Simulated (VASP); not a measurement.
# Zr (P6_3/mmc) in VASP: further runs, part 3 of 3

VASP 6.6.1. The steps go on from the part before.

## (6) Single point, PBEsol

This run uses another cell than the first one, of 22.47 Å³/atom, 1.242 times its volume.

Input file INCAR:

```
PREC     = Accurate       # precision mode
ENCUT    = 520            # plane-wave cutoff, eV
EDIFF    = 1E-6           # SCF threshold, eV
ISMEAR   = -1             # smearing method
SIGMA    = 0.05           # smearing width, eV
LREAL    = False          # projectors in reciprocal space
LASPH    = True           # aspherical terms in the spheres
NELM     = 80             # most SCF steps
ALGO     = Normal         # electronic algorithm
ISIF     = 2              # what is computed and relaxed
LWAVE    = False          # write WAVECAR
LCHARG   = False          # write CHGCAR
GGA      = PS             # functional
NBANDS   = 19             # bands
```

Input file KPOINTS:

```
regular mesh
0
Gamma
  9 9 5
```

Input file POSCAR:

```
Zr
1.0
    3.1821236663      0.0000000000      0.0000000000
   -1.5910618331      2.7557999330      0.0000000000
    0.0000000000      0.0000000000      5.1251126689
Zr
2
Direct
    0.6666666667      0.3333333333      0.7500000000
    0.3333333333      0.6666666667      0.2500000000
```

Potentials or basis: VASP PAW PBE potentials, release 64 (Zr_sv).

Command:

```
> cat potpaw_PBE.64/Zr_sv/POTCAR > POTCAR
> mpirun -np 1 vasp_std > vasp.out
```

OUTCAR:

```text
PREC = Accurate
   ENCUT = 520
   EDIFF = 1E-6
   ISMEAR = -1
   LREAL = False
   LASPH = True
   NELM = 80
   ISIF = 2
   GGA = PS

 ion  position               nearest neighbor table
   1  0.667  0.333  0.750-   2 3.15   2 3.15   2 3.15   2 3.15   2 3.15   2 3.15
   2  0.333  0.667  0.250-   1 3.15   1 3.15   1 3.15   1 3.15   1 3.15   1 3.15

  LATTYP: Found a hexagonal cell.
 ALAT       =     3.1821236663
 C/A-ratio  =     1.6105950637

  Lattice vectors:

 A1 = (   3.1821236663,   0.0000000000,   0.0000000000)
 A2 = (  -1.5910618331,   2.7557999330,   0.0000000000)
 A3 = (   0.0000000000,   0.0000000000,   5.1251126689)

Analysis of symmetry for initial positions (statically):
=====================================================================
 Subroutine PRICEL returns:
 Original cell was already a primitive cell.

 Routine SETGRP: Setting up the symmetry group for a
 hexagonal supercell.

 Subroutine GETGRP returns: Found 24 space group operations
 (whereof 12 operations were pure point group operations)
 out of a pool of 24 trial point group operations.

The static configuration has the point symmetry D_3d.
 The point group associated with its full space group is D_6h.

Analysis of symmetry for dynamics (positions and initial velocities):
=====================================================================
 Subroutine PRICEL returns:
 Original cell was already a primitive cell.

 Routine SETGRP: Setting up the symmetry group for a
 hexagonal supercell.

 Subroutine GETGRP returns: Found 24 space group operations
 (whereof 12 operations were pure point group operations)
 out of a pool of 24 trial point group operations.

The dynamic configuration has the point symmetry D_3d.
 The point group associated with its full space group is D_6h.

 Subroutine INISYM returns: Found 24 space group operations
[... 105 lines left out ...]
   POTIM  = 0.5000    time-step for ionic-motion
   TEBEG  =    0.0;   TEEND  =   0.0 temperature during run
   PSTRESS=    0.0 pullay stress
   NELECT =      24.0000    total number of electrons
   NUPDOWN=      -1.0000    fix difference up-down
   EMIN   =  10.00;   EMAX   =-10.00  energy-range for DOS
   EFERMI =   0.00;   METHOD = LEGACY
   ISMEAR =    -1;   SIGMA  =   0.05  broadening in eV -4-tet -1-fermi 0-gaus
   EFERMI_NEDOS =   21; number of points for ismear=-14 and -15
   IALGO  =     38    algorithm
   IMIX   =      4    mixing-type and parameters
     AMIX     =   0.40;   BMIX     =  1.00
     AMIX_MAG =   1.60;   BMIX_MAG =  1.00
  volume/ion in A,a.u.               =      22.47       151.65
  Fermi-wavevector in a.u.,A,eV,Ry     =   1.328177  2.509890 24.001403  1.764053
  Thomas-Fermi vector in A             =   2.457434
   LORBIT       =      0    0 simple, 1 ext, 2 COOP (PROOUT), +10 PAW based schemes
   GGA     = PS    functional components
   LHFCALC =     F    Hartree Fock is set to
   AEXX    =    0.0000 exact exchange contribution
   IVDW    =     0    specifies the selected vdW correction
   LEPSILON=     F    determine dielectric tensor
   LRPA    =     F    only Hartree local field effects (RPA)
 non-spin polarized calculation
  energy-cutoff  :      520.00
  volume of cell :       44.94
 maximum number of plane-waves:      1226
 NGX is ok and might be reduce to    24
   NGX = 11   NGY = 11   NGZ = 19

 number of electron      24.0000000 magnetization

 Free energy of the ion-electron system (eV)
  ---------------------------------------------------
  ext. energy  EPLUGINS =         0.00000000
  ---------------------------------------------------
  free energy    TOTEN  =       -18.17576908 eV

  energy without entropy =      -18.15895655  energy(sigma->0) =      -18.16736282

 E-fermi :   9.2609     XC(G=0): -11.3653

 val. band max:        9.2471254262   @ k =   0.1111   0.0000   0.4000
 cond. band min:       9.2631779911   @ k =   0.0000   0.0000   0.4000
 fundamental gap:      0.0160525649
 Fermi energy:         9.2609277205

 k-point     1 :       0.0000    0.0000    0.0000
  band No.  band energies     occupation
      1     -39.4046      2.00000
      2     -39.2312      2.00000
      3     -18.0113      2.00000
      4     -17.0313      2.00000
      5     -17.0313      2.00000
      6     -16.8971      2.00000
[... 505 lines left out ...]
      6     -17.3695      2.00000
[... 11 lines left out ...]
     18      13.8359      0.00000
     19      16.2885      0.00000

 [... further k-points ...]
[... 5 lines left out ...]
  --------------------------------------------------------------------------------------
  -------------------------------------------------------------------------------------
  Total        0.0104130      0.0104130      0.0172983      0.0000000     -0.0000000      0.0000000
  in kB        0.3712091      0.3712091      0.6166585      0.0000000     -0.0000000      0.0000000
  external PRESSURE =       0.4530256 kB  Pullay stress =       0.0000000 kB

 VOLUME and BASIS-vectors are now :
 -----------------------------------------------------------------------------
  energy-cutoff  :      520.00
  volume of cell :       44.94
      direct lattice vectors                 reciprocal lattice vectors
     3.182123666  0.000000000  0.000000000     0.314255543  0.181435522  0.000000000
    -1.591061833  2.755799933  0.000000000     0.000000000  0.362871044  0.000000000
     0.000000000  0.000000000  5.125112669     0.000000000  0.000000000  0.195117662

 POSITION                                       TOTAL-FORCE (eV/Angst)
 -----------------------------------------------------------------------------------
      1.59106      0.91860      3.84383        -0.000000     -0.000000      0.000000
     -0.00000      1.83720      1.28128         0.000000      0.000000      0.000000
 -----------------------------------------------------------------------------------
    total drift:                                0.000000     -0.000000      0.000000

  FREE ENERGIE OF THE ION-ELECTRON SYSTEM (eV)
  ---------------------------------------------------
  free  energy   TOTEN  =       -18.1757690754 eV

  energy  without entropy=      -18.1589565546  energy(sigma->0) =      -18.16736282
```

OSZICAR:

```text
N       E                     dE             d eps       ncg     rms          rms(c)
DAV:   1     0.212937648880E+03    0.21294E+03   -0.13338E+04  1368   0.126E+03
DAV:   2    -0.310007830255E+01   -0.21604E+03   -0.21199E+03  1600   0.366E+02
DAV:   3    -0.185631629984E+02   -0.15463E+02   -0.15343E+02  2495   0.712E+01
DAV:   4    -0.189502612127E+02   -0.38710E+00   -0.38672E+00  1614   0.119E+01
DAV:   5    -0.189620237874E+02   -0.11763E-01   -0.11760E-01  2034   0.140E+00    0.161E+01
DAV:   6    -0.183044047702E+02    0.65762E+00   -0.97263E-01  1475   0.739E+00    0.646E+00
DAV:   7    -0.181714906337E+02    0.13291E+00   -0.63503E-01  1972   0.515E+00    0.116E+00
DAV:   8    -0.181755531911E+02   -0.40626E-02   -0.35004E-02  1787   0.151E+00    0.241E-01
DAV:   9    -0.181757881748E+02   -0.23498E-03   -0.14000E-03  1820   0.321E-01    0.237E-02
DAV:  10    -0.181757668821E+02    0.21293E-04   -0.45825E-05  1971   0.406E-02    0.217E-02
DAV:  11    -0.181757690576E+02   -0.21755E-05   -0.83110E-06  1513   0.315E-02    0.165E-03
DAV:  12    -0.181757690754E+02   -0.17761E-07   -0.23124E-07   855   0.365E-03
   1 F= -.18175769E+02 E0= -.18167363E+02  d E =-.168125E-01
```

stdout:

```text
POSCAR found type information on POSCAR Zr
 POSCAR found :  1 types and       2 ions
 scaLAPACK will be used
 -----------------------------------------------------------------------------
|                                                                             |
|                                                                             |
|     You enforced a specific xc type in the INCAR file but a different       |
|     I HOPE YOU KNOW WHAT YOU ARE DOING!                                     |
|                                                                             |
 -----------------------------------------------------------------------------

 LDA part: xc-table for (Slater+PW92), standard interpolation
 POSCAR, INCAR and KPOINTS ok, starting setup
 FFT: planning ... GRIDC
 FFT: planning ... GRID_SOFT
 FFT: planning ... GRID
 WAVECAR not read
 entering main loop
```

It took 29 s on 1 thread of Intel Xeon Platinum 8259CL at 2.50GHz (Skylake/Cascade Lake), shared host; peak memory 0.17 GiB.

What came out:

| Item | Value |
| --- | --- |
| Free energy | -18.1758 eV |
| Pressure | 0.0 GPa |
| Band gap on the k mesh | zero (band 12 reaches 10.14 eV, above the bottom of band 13 at 9.02 eV) |

Caveat: the PAW data sets were made with another functional, which shifts forces and pressure a little.

## (7) Summary

| cell | gap on the mesh (eV) | pressure (GPa) |
| --- | --- | --- |
| a = 2.931, b = 2.931, c = 4.864 Å, angles 90.0, 90.0, 120.0°, 2 atoms | none | 30.1 |
| a = 2.994, b = 2.994, c = 4.934 Å, angles 90.0, 90.0, 120.0°, 2 atoms | none | 20.1 |
| a = 3.075, b = 3.075, c = 5.018 Å, angles 90.0, 90.0, 120.0°, 2 atoms | none | 10.1 |
| a = 3.127, b = 3.127, c = 5.063 Å, angles 90.0, 90.0, 120.0°, 2 atoms | none | 5.0 |
| a = 3.182, b = 3.182, c = 5.125 Å, angles 90.0, 90.0, 120.0°, 2 atoms | none | 0.0 |

Alike in all rows: task single point; level PBEsol; potentials or basis VASP PAW PBE potentials, release 64 (Zr_sv); no spin polarisation; k mesh 9 × 9 × 5; cutoff (eV) 520; smearing fermi-dirac 0.05 eV.

Caveats: the PAW data sets were made with another functional, which shifts forces and pressure a little.

Total energies depend on the potentials used, so only differences within one code and one set of settings carry meaning.
